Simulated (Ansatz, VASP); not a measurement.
## One calculation of Sn, two programs

```
Sn
1.0
     3.44255    0.00000    0.00000
    -1.72128    2.98134    0.00000
     0.00000    0.00000    5.72509
Sn
2
Direct
  0.33333 0.66667 0.25000
  0.66667 0.33333 0.75000
```

Alike in both runs: task single point; functional PBEsol; k mesh 12 × 12 × 7; occupations fermi-dirac, width 0.1 eV; no spin polarisation.

|  | VASP | Ansatz |
| --- | --- | --- |
| version | VASP 6.6.1 | Ansatz 0.2.0 |
| potentials or method | VASP PAW PBE potentials, release 64 (Sn_d), cutoff 520 eV | plane waves (420 eV) with PAW, scalar-relativistic |
| valence electrons in the cell | 28 | 28 |

```csv
,VASP,Ansatz,Ansatz less VASP
pressure (GPa),-4.7,-4.7,+0.03
"traceless stress, the component that is largest in VASP (GPa)",-0.47,-0.47,-0.002
```

VASP's potentials were made for PBE, not for PBEsol, and Ansatz warns of the same on its side.
